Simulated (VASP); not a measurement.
# Nb in VASP: notebook

The runs below take Nb through single point, with PBEsol.

All numbers are computed with VASP 6.6.1; they aren't measurements. Logs are shortened: lines on timing, memory, paths and dates and some standing lists are left out, and cuts for length are marked.

## Step 1: The cell of the first run

It takes space group I4/mmm (No. 139, tetragonal). Conventional cell: a = 3.378 Å, b = 3.378 Å, c = 3.428 Å, α = 90.00°, β = 90.00°, γ = 90.00°. Within 3.9 Å of Nb (site symmetry 4/mmm) lie 14 Nb at 2.94 to 3.43 Å.

## Step 2: Single point, PBEsol (strain +0.015 along x and y, +0.030 along z)

The input, INCAR:

```
SYSTEM = Nb
ALGO = Fast
EDIFF = 1E-7
ENCUT = 520
GGA = PS
ISIF = 2
ISMEAR = 0
LASPH = .True.
LCHARG = .True.
LELF = .True.
LREAL = .False.
LVHAR = .True.
LWAVE = .False.
NBANDS = 12
NELM = 100
PREC = Accurate
SIGMA = 0.15
```

The input, KPOINTS:

```
k-points
0
Gamma
  20 20 20
  0 0 0
```

The input, POSCAR:

```
Nb
1.0
   -1.6889092500      1.6889092500      1.7138685000
    1.6889092500     -1.6889092500      1.7138685000
    1.6889092500      1.6889092500     -1.7138685000
Nb
1
Direct
    0.0000000000      0.0000000000      0.0000000000
```

Potentials or basis: VASP PAW PBE potentials, release 64 (Nb_sv).

Launch:

```bash
$ cat potpaw_PBE.64/Nb_sv/POTCAR > POTCAR
$ mpirun -np 1 vasp_std > vasp.out
```

OUTCAR:

```text
SYSTEM = Nb
   EDIFF = 1E-7
   ENCUT = 520
   GGA = PS
   ISIF = 2
   ISMEAR = 0
   LASPH = .True.
   LREAL = .False.
   NELM = 100
   PREC = Accurate

 ion  position               nearest neighbor table
   1  0.000  0.000  0.000-

  LATTYP: Found a body centered tetragonal cell.
 ALAT       =     3.3778185000
 C/A-ratio  =     1.0147783251

  Lattice vectors:

 A1 = (  -1.6889092500,   1.6889092500,   1.7138685000)
 A2 = (   1.6889092500,  -1.6889092500,   1.7138685000)
 A3 = (   1.6889092500,   1.6889092500,  -1.7138685000)

Analysis of symmetry for initial positions (statically):
=====================================================================
 Subroutine PRICEL returns:
 Original cell was already a primitive cell.

 Routine SETGRP: Setting up the symmetry group for a
 body centered tetragonal supercell.

 Subroutine GETGRP returns: Found 16 space group operations
 (whereof 16 operations were pure point group operations)
 out of a pool of 16 trial point group operations.

The static configuration has the point symmetry D_4h.

Analysis of symmetry for dynamics (positions and initial velocities):
=====================================================================
 Subroutine PRICEL returns:
 Original cell was already a primitive cell.

 Routine SETGRP: Setting up the symmetry group for a
 body centered tetragonal supercell.

 Subroutine GETGRP returns: Found 16 space group operations
 (whereof 16 operations were pure point group operations)
 out of a pool of 16 trial point group operations.

The dynamic configuration has the point symmetry D_4h.

 Subroutine INISYM returns: Found 16 space group operations
 (whereof 16 operations are pure point group operations),
 and found     1 'primitive' translations

----------------------------------------------------------------------------------------

                                     Primitive cell

  volume of cell :      19.5547

  direct lattice vectors                    reciprocal lattice vectors
    -1.688909250  1.688909250  1.713868500     0.000000000  0.296049062  0.291737668
     1.688909250 -1.688909250  1.713868500     0.296049062  0.000000000  0.291737668
     1.688909250  1.688909250 -1.713868500     0.296049062  0.296049062  0.000000000

  length of vectors
     2.939757498  2.939757498  2.939757498     0.415639164  0.415639164  0.418676599

  position of ions in fractional coordinates (direct lattice)
     0.000000000  0.000000000  0.000000000

  ion indices of the primitive-cell ions
   primitive index   ion index
                 1           1

----------------------------------------------------------------------------------------

 KPOINTS: k-points

Automatic generation of k-mesh.
 Grid dimensions read from file:
 generate k-points for:   20   20   20

 Generating k-lattice:

  Cartesian coordinates                     Fractional coordinates (reciprocal lattice)
     0.000000000  0.014802453  0.014586883     0.050000000  0.000000000 -0.000000000
     0.014802453  0.000000000  0.014586883     0.000000000  0.050000000 -0.000000000
     0.014802453  0.014802453  0.000000000     0.000000000  0.000000000  0.050000000

  Length of vectors
     0.020781958  0.020781958  0.020933830

  Shift w.r.t. Gamma in fractional coordinates (k-lattice)
     0.000000000  0.000000000  0.000000000

 Subroutine IBZKPT returns following result:
 ===========================================

 Found    641 irreducible k-points:

 Following reciprocal coordinates:
            Coordinates               Weight
  0.000000  0.000000  0.000000      1.000000
  0.050000  0.000000 -0.000000      8.000000
  0.100000  0.000000  0.000000      8.000000
  0.150000  0.000000  0.000000      8.000000
  0.200000  0.000000  0.000000      8.000000
  0.250000  0.000000  0.000000      8.000000
[... 16 lines left out ...]
 -0.400000  0.050000  0.000000     16.000000
 -0.350000  0.050000  0.000000     16.000000
 [... further k-points ...]
   k-points           NKPTS =    641   k-points in BZ     NKDIM =    641   number of bands    NBANDS=     12
   number of dos      NEDOS =    301   number of ions     NIONS =      1
   total plane-waves  NPLWV =  13824
   dimension x,y,z NGX =    24 NGY =   24 NGZ =   24
   dimension x,y,z NGXF=    48 NGYF=   48 NGZF=   48
   ions per type =               1
   NGX,Y,Z   is equivalent  to a cutoff of  13.57, 13.57, 13.57 a.u.
   NGXF,Y,Z  is equivalent  to a cutoff of  27.14, 27.14, 27.14 a.u.
 SYSTEM =  Nb
   PREC   = accura    normal or accurate (medium, high low for compatibility)
   ISTART =      0    job   : 0-new  1-cont  2-samecut
   ICHARG =      2    charge: 1-file 2-atom 10-const
   ISPIN  =      1    spin polarized calculation?
   LNONCOLLINEAR =      F non collinear calculations
   LSORBIT =      F    spin-orbit coupling
   LASPH  =      T    aspherical Exc in radial PAW
   ENCUT  =  520.0 eV  38.22 Ry    6.18 a.u.   5.47  5.47  5.47*2*pi/ulx,y,z
   NELM   =    100;   NELMIN=  2; NELMDL= -5     # of ELM steps
   EDIFF  = 0.1E-06   stopping-criterion for ELM
   LREAL  =      F    real-space projection
   EDIFFG = 0.1E-05   stopping-criterion for IOM
   NSW    =      0    number of steps for IOM
   IBRION =     -1    ionic relax: 0-MD 1-quasi-New 2-CG
   NFREE  =      0    steps in history (QN), initial steepest desc. (CG)
   ISIF   =      2    stress and relaxation
   ISYM   =      2    0-nonsym 1-usesym 2-fastsym
   POTIM  = 0.5000    time-step for ionic-motion
   TEBEG  =    0.0;   TEEND  =   0.0 temperature during run
   PSTRESS=    0.0 pullay stress
   NELECT =      13.0000    total number of electrons
   NUPDOWN=      -1.0000    fix difference up-down
   EMIN   =  10.00;   EMAX   =-10.00  energy-range for DOS
   EFERMI =   0.00;   METHOD = LEGACY
   ISMEAR =     0;   SIGMA  =   0.15  broadening in eV -4-tet -1-fermi 0-gaus
   EFERMI_NEDOS =   21; number of points for ismear=-14 and -15
   IALGO  =     68    algorithm
   IMIX   =      4    mixing-type and parameters
     AMIX     =   0.40;   BMIX     =  1.00
     AMIX_MAG =   1.60;   BMIX_MAG =  1.00
  volume/ion in A,a.u.               =      19.55       131.96
  Fermi-wavevector in a.u.,A,eV,Ry     =   1.428804  2.700048 27.776023  2.041480
  Thomas-Fermi vector in A             =   2.548826
   LORBIT       =      0    0 simple, 1 ext, 2 COOP (PROOUT), +10 PAW based schemes
   GGA     = PS    functional components
   LHFCALC =     F    Hartree Fock is set to
   AEXX    =    0.0000 exact exchange contribution
   IVDW    =     0    specifies the selected vdW correction
   LEPSILON=     F    determine dielectric tensor
   LRPA    =     F    only Hartree local field effects (RPA)
 non-spin polarized calculation
 RMM-DIIS sequential band-by-band and
 Gauss-broadening in eV      SIGMA  =   0.15
  energy-cutoff  :      520.00
  volume of cell :       19.55
 maximum number of plane-waves:       547
 NGX is ok and might be reduce to    24
   NGX = 11   NGY = 11   NGZ = 11

 number of electron      13.0000001 magnetization

 Free energy of the ion-electron system (eV)
  ---------------------------------------------------
  ext. energy  EPLUGINS =         0.00000000
  ---------------------------------------------------
  free energy    TOTEN  =       -10.84438859 eV

  energy without entropy =      -10.82531499  energy(sigma->0) =      -10.83485179

 E-fermi :   9.9441     XC(G=0): -12.2091

 val. band max:        9.9435859786   @ k =   0.2000   0.0000   0.0000
 cond. band min:       9.9451900706   @ k =   0.3000   0.0000   0.0000
 fundamental gap:      0.0016040920
 Fermi energy:         9.9440580687

 k-point     1 :       0.0000    0.0000    0.0000
  band No.  band energies     occupation
      1     -44.4533      2.00000
      2     -19.9240      2.00000
      3     -19.9234      2.00000
      4     -19.9234      2.00000
      5       4.1361      2.00000
      6      10.2723      0.00197
      7      10.2723      0.00197
      8      10.4178      0.00001
      9      12.8641      0.00000
     10      13.0569      0.00000
     11      23.7575      0.00000
     12      23.9978      0.00000

 k-point     2 :       0.0500    0.0000   -0.0000
  band No.  band energies     occupation
      1     -44.4491      2.00000
      2     -19.9513      2.00000
      3     -19.9318      2.00000
      4     -19.9238      2.00000
      5       4.2305      2.00000
      6      10.2605      0.00285
      7      10.2612      0.00279
      8      10.4624      0.00000
      9      12.7951      0.00000
     10      13.0384      0.00000
     11      23.8843      0.00000
     12      24.1584      0.00000

 k-point     3 :       0.1000    0.0000    0.0000
  band No.  band energies     occupation
      1     -44.4368      2.00000
      2     -20.0308      2.00000
      3     -19.9562      2.00000
      4     -19.9240      2.00000
      5       4.5049      2.00000
      6      10.1247      0.08846
      7      10.2142      0.01086
      8      10.7043      0.00000
      9      12.6108      0.00000
     10      13.0218      0.00000
     11      24.1220      0.00000
     12      24.6324      0.00000
[... 286 lines left out ...]
 k-point    23 :      -0.4000    0.0500    0.0000
  band No.  band energies     occupation
      1     -44.3017      2.00000
      2     -20.8301      2.00000
      3     -20.2146      2.00000
      4     -19.9382      2.00000
      5       6.6536      2.00000
      6       8.7789      2.00000
      7      10.5257      0.00000
      8      12.7582      0.00000
      9      13.4701      0.00000
     10      14.6001      0.00000
     11      22.1000      0.00000
     12      22.2832      0.00000

 k-point    24 :      -0.3500    0.0500    0.0000
  band No.  band energies     occupation
      1     -44.3239      2.00000
      2     -20.7055      2.00000
      3     -20.1713      2.00000
      4     -19.9376      2.00000
      5       6.5674      2.00000
      6       8.9716      2.00000
      7      10.0157      0.49941
      8      12.5875      0.00000
      9      13.3573      0.00000
     10      13.7625      0.00000
     11      22.8499      0.00000
     12      23.3086      0.00000

 [... further k-points ...]

------------------------ aborting loop because EDIFF is reached ----------------------------------------

  FORCE on cell =-STRESS in cart. coord.  units (eV):
  Direction    XX          YY          ZZ          XY          YZ          ZX
  --------------------------------------------------------------------------------------
  -------------------------------------------------------------------------------------
  Total       -1.9645168     -1.9645168     -2.1263086      0.0000000      0.0000000      0.0000000
  in kB     -160.9593549   -160.9593549   -174.2154882      0.0000000      0.0000000      0.0000000
  external PRESSURE =    -165.3780660 kB  Pullay stress =       0.0000000 kB

 VOLUME and BASIS-vectors are now :
 -----------------------------------------------------------------------------
  energy-cutoff  :      520.00
  volume of cell :       19.55
      direct lattice vectors                 reciprocal lattice vectors
    -1.688909250  1.688909250  1.713868500     0.000000000  0.296049062  0.291737668
     1.688909250 -1.688909250  1.713868500     0.296049062  0.000000000  0.291737668
     1.688909250  1.688909250 -1.713868500     0.296049062  0.296049062  0.000000000

 POSITION                                       TOTAL-FORCE (eV/Angst)
 -----------------------------------------------------------------------------------
      0.00000      0.00000      0.00000         0.000000      0.000000      0.000000
 -----------------------------------------------------------------------------------
    total drift:                                0.000000      0.000000      0.000000

  FREE ENERGIE OF THE ION-ELECTRON SYSTEM (eV)
  ---------------------------------------------------
  free  energy   TOTEN  =       -10.8443885856 eV

  energy  without entropy=      -10.8253149891  energy(sigma->0) =      -10.83485179
```

Run time: 1.8 min. Hardware: 1 thread of Intel Xeon 6975P-C (Granite Rapids), shared host; peak memory 0.26 GiB.

What came out:

```
Free energy : -10.8444 eV
Pressure    : -16.5 GPa
```

Stress tensor (GPa, compression positive):
```
-16.10   0.00   0.00
  0.00 -16.10   0.00
  0.00   0.00 -17.42
```

Levels at points of the mesh, in eV from the Fermi level:
```csv
k point,band 3,band 4,band 5,band 6,band 7,band 8,band 9,band 10
"(0.00, 0.00, 0.00)",-29.87,-29.87,-5.81,0.33,0.33,0.47,2.92,3.11
"(0.50, 0.00, 0.00)",-30.20,-29.87,-3.42,-1.39,1.88,2.93,3.61,5.75
"(0.50, 0.50, 0.00)",-30.21,-29.88,-3.43,-1.55,1.98,3.13,3.69,5.78
"(0.50, 0.50, 0.50)",-30.59,-30.59,-3.31,-3.27,5.05,5.10,5.10,8.14
```

Caveat: the cell differs from its parent crystal (strain +0.015 along x and y, +0.030 along z); the PAW data sets were made with another functional, which shifts forces and pressure a little.

## Step 3: Single point, PBEsol (strain +0.030 along x and y, +0.015 along z)

The input, INCAR:

```
ALGO = Fast
EDIFF = 1E-6
ENCUT = 520
GGA = PS
ISIF = 2
ISMEAR = 0
LASPH = T
LCHARG = F
LREAL = F
LWAVE = F
NBANDS = 12
NELM = 60
PREC = Accurate
SIGMA = 0.15
```

The input, KPOINTS:

```
k-points
0
Gamma
  20 20 20
```

The input, POSCAR:

```
Nb
1.0
   -1.7138685000      1.7138685000      1.6889092500
    1.7138685000     -1.7138685000      1.6889092500
    1.7138685000      1.7138685000     -1.6889092500
Nb
1
Direct
    0.0000000000      0.0000000000      0.0000000000
```

Potentials or basis: VASP PAW PBE potentials, release 64 (Nb_sv).

Launch:

```bash
$ cat potpaw_PBE.64/Nb_sv/POTCAR > POTCAR
$ mpirun -np 1 vasp_std > vasp.out
```

Wall time 87 s (1 thread of Intel Xeon 6975P-C (Granite Rapids), shared host); peak memory 0.26 GiB.

It converged, with:

- Free energy: -10.8133 eV
- Pressure: -18.2 GPa

Stress tensor (GPa, compression positive):
```
-18.59   0.00   0.00
  0.00 -18.59   0.00
  0.00   0.00 -17.37
```

Levels at points of the mesh, in eV from the Fermi level:
```tsv
k point	band 4	band 5	band 6	band 7	band 8	band 9
(0.00, 0.00, 0.00)	-29.92	-5.77	0.28	0.43	0.43	2.88
(0.50, 0.00, 0.00)	-29.93	-3.37	-1.46	1.89	3.00	3.61
(0.50, 0.50, 0.00)	-29.92	-3.36	-1.30	1.79	2.83	3.50
(0.50, 0.50, 0.50)	-30.59	-3.23	-3.20	4.97	4.97	5.02
```

Caveat: the cell differs from its parent crystal (strain +0.030 along x and y, +0.015 along z); the PAW data sets were made with another functional, which shifts forces and pressure a little.

## Step 4: Single point, PBEsol (strain -0.030 along x and y, -0.015 along z)

The input, INCAR:

```
ALGO = Normal
EDIFF = 1E-6
ENCUT = 520
GGA = PS
ISIF = 2
ISMEAR = 0
LASPH = T
LCHARG = T
LELF = T
LREAL = F
LVHAR = T
LWAVE = F
NBANDS = 12
NELM = 80
PREC = Accurate
SIGMA = 0.15
```

KPOINTS is that of step 3.

The input, POSCAR:

```
Nb
1.0
   -1.6140315000      1.6140315000      1.6389907500
    1.6140315000     -1.6140315000      1.6389907500
    1.6140315000      1.6140315000     -1.6389907500
Nb
1
Direct
    0.0000000000      0.0000000000      0.0000000000
```

Launch:

```bash
$ cat potpaw_PBE.64/Nb_sv/POTCAR > POTCAR
$ mpirun -np 1 vasp_std > vasp.out
```

It took 43 s on 1 thread of Intel Xeon 6975P-C (Granite Rapids), shared host; peak memory 0.24 GiB.

The run converged. Its results:

```
Free energy : -10.9540 eV
Pressure    : 4.4 GPa
```

Stress tensor (GPa, compression positive):
```
5.13 0.00 0.00
0.00 5.13 0.00
0.00 0.00 3.00
```

Levels at points of the mesh, in eV from the Fermi level:
```csv
k point,band 4,band 5,band 6,band 7,band 8,band 9
"(0.00, 0.00, 0.00)",-29.40,-6.07,0.28,0.28,0.46,3.31
"(0.50, 0.00, 0.00)",-29.42,-3.97,-1.77,2.51,3.40,4.21
"(0.50, 0.50, 0.00)",-29.44,-3.99,-1.96,2.63,3.66,4.31
"(0.50, 0.50, 0.50)",-30.48,-4.09,-4.04,5.97,6.03,6.03
```

Caveat: the cell differs from its parent crystal (strain -0.030 along x and y, -0.015 along z); the PAW data sets were made with another functional, which shifts forces and pressure a little.

## Step 5: Single point, PBEsol (strain -0.030 along x and y, -0.030 along z)

The input, INCAR:

```
SYSTEM = Nb
  PREC = Accurate
  ENCUT = 520
  EDIFF = 1E-6
  ISMEAR = 0
  SIGMA = 0.15
  LREAL = .False.
  LASPH = .True.
  NELM = 80
  ALGO = Fast
  ISIF = 2
  LWAVE = .False.
  LCHARG = .False.
  GGA = PS
  NBANDS = 12
```

The input, KPOINTS:

```
regular mesh
0
Gamma
  20 20 20
  0 0 0
```

The input, POSCAR:

```
Nb
1.0
   -1.6140315000      1.6140315000      1.6140315000
    1.6140315000     -1.6140315000      1.6140315000
    1.6140315000      1.6140315000     -1.6140315000
Nb
1
Direct
    0.0000000000      0.0000000000      0.0000000000
```

Launch:

```bash
$ cat potpaw_PBE.64/Nb_sv/POTCAR > POTCAR
$ mpirun -np 1 vasp_std > vasp.out
```

It took 81 s on 1 thread of AMD EPYC 9R45 (Zen 5), shared host; peak memory 0.14 GiB.

The run converged. Its results:

- Free energy: -10.9452 eV
- Pressure: 7.5 GPa

Levels at points of the mesh, in eV from the Fermi level:
| k point | band 2 | band 3 | band 4 | band 5 | band 6 | band 7 | band 8 | band 9 | band 10 | band 11 |
| --- | --- | --- | --- | --- | --- | --- | --- | --- | --- | --- |
| (0.00, 0.00, 0.00) | -29.35 | -29.35 | -29.35 | -6.09 | 0.33 | 0.33 | 0.33 | 3.48 | 3.48 | 14.39 |
| (0.50, 0.00, 0.00) | -31.04 | -29.88 | -29.37 | -4.04 | -1.89 | 2.64 | 3.56 | 4.30 | 6.99 | 11.82 |
| (0.50, 0.50, 0.50) | -30.49 | -30.49 | -30.49 | -4.16 | -4.16 | 6.12 | 6.12 | 6.12 | 9.65 | 9.65 |

Caveat: the cell differs from its parent crystal (strain -0.030 along x and y, -0.030 along z); the PAW data sets were made with another functional, which shifts forces and pressure a little.

## Step 6: Summary

| cell | gap on the mesh (eV) | pressure (GPa) |
| --- | --- | --- |
| a = 2.940 Å, angles 109.9, 109.9, 108.7°, 1 atom | none | -16.5 |
| a = 2.954 Å, angles 109.1, 109.1, 110.3°, 1 atom | none | -18.2 |
| a = 2.810 Å, angles 109.9, 109.9, 108.6°, 1 atom | none | 4.4 |
| a = 2.796 Å, angles 109.5°, 1 atom | none | 7.5 |

Alike in all rows: task single point; level PBEsol; potentials or basis VASP PAW PBE potentials, release 64 (Nb_sv); no spin polarisation; k mesh 20 × 20 × 20; cutoff (eV) 520; smearing gaussian 0.15 eV.

Caveats: the PAW data sets were made with another functional, which shifts forces and pressure a little.

Total energies depend on the potentials used, so only differences within one code and one set of settings carry meaning.
